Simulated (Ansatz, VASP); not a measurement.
## KI: VASP beside Ansatz

```
CELL_PARAMETERS angstrom
4.23320 0.00000 0.00000
0.00000 4.23320 0.00000
0.00000 0.00000 4.23320
ATOMIC_POSITIONS crystal
K 0.00000 0.00000 0.00000
I 0.50000 0.50000 0.50000
```

Alike in both runs: task single point; functional PBEsol; k mesh 6 × 6 × 6; no spin polarisation.

|  | VASP | Ansatz |
| --- | --- | --- |
| version | VASP 6.6.1 | Ansatz 0.2.0 |
| potentials or method | VASP PAW PBE potentials, release 64 (K_sv, I), cutoff 520 eV | plane waves, PAW |
| occupations | gaussian, width 0.01 eV | fixed |
| valence electrons in the cell | 16 | 26 |

Ansatz gave:

```
pressure (GPa) : -0.1
```

Q: Estimate VASP's values.

A: Pressure (GPa): 0.0.

VASP's potentials were made for PBE, not for PBEsol. VASP's potentials hold 16 valence electrons a cell and Ansatz's 26, so a difference there can come from the potentials and not from the codes.

Spin-orbit coupling is off throughout.
